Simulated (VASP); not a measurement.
**ZnCu2SnSe4: single point with PBE**

Crystal: ZnCu2SnSe4.

```
Zn Cu Sn Se
1.0
    -2.88262    2.88262    5.75977
     2.88262   -2.88262    5.75977
     2.88262    2.88262   -5.75977
Zn Cu Sn Se
1 2 1 4
Direct
  0.75000 0.25000 0.50000
  0.25000 0.75000 0.50000
  0.00000 0.00000 0.00000
  0.50000 0.50000 0.00000
  0.62939 0.63870 0.52853
  0.11018 0.10087 0.47147
  0.89913 0.37061 0.00931
  0.36130 0.88982 0.99069
```

```yaml
Program: VASP 6.6.1
Task: single point
Functional: PBE
Potentials_or_basis: VASP PAW PBE potentials, release 64 (Zn, Cu, Sn_d, Se)
Cutoff: 520 eV
k_mesh: 6 × 6 × 6
Occupations: fermi-dirac, width 0.02 eV
Spin: no spin polarisation
Dipole_correction: no
Further_INCAR_settings: ALGO = Normal; EDIFF = 1e-06; NBANDS = 46
```

- Pressure: 0.1 GPa
- Largest force: 0.018 eV/Å
- Band gap on the k mesh: 0.03 eV

Forces in eV/Å, atoms in the order of the input:
```
Zn   0.000  0.000  0.000
Cu   0.000  0.000  0.000
Cu   0.000  0.000  0.000
Sn   0.000  0.000  0.000
Se  -0.015 -0.008  0.007
Se   0.015  0.008  0.007
Se   0.008 -0.015 -0.007
Se  -0.008  0.015 -0.007
```

Levels at points of the mesh, in eV from the valence-band top:
| k point | band 32 | band 33 | band 34 | band 35 | band 36 | band 37 | band 38 | band 39 | band 40 | band 41 |
| --- | --- | --- | --- | --- | --- | --- | --- | --- | --- | --- |
| (0.00, 0.00, 0.00) | -1.61 | -1.48 | -0.28 | 0.00 | 0.00 | 0.03 | 1.78 | 2.26 | 3.38 | 3.38 |
| (0.50, 0.00, 0.00) | -1.38 | -1.18 | -1.12 | -1.03 | -0.52 | 1.26 | 2.76 | 2.89 | 3.76 | 3.85 |
| (0.50, 0.50, 0.00) | -1.21 | -0.83 | -0.72 | -0.51 | -0.36 | 0.15 | 1.79 | 2.61 | 3.66 | 3.78 |
| (0.50, 0.50, 0.50) | -1.26 | -1.08 | -1.08 | -0.85 | -0.85 | 0.85 | 1.83 | 1.83 | 2.04 | 2.81 |

Run time: 11 min on 1 thread of Intel(R) Xeon(R) Platinum 8259CL CPU @ 2.50GHz (Skylake/Cascade Lake) (shared host), peak memory 0.61 GiB.

Caveat: semilocal functionals underestimate gaps, and a narrow one can read as zero; spin-orbit coupling is left out, which moves the levels of the heavy elements. A k mesh can miss the band edges.
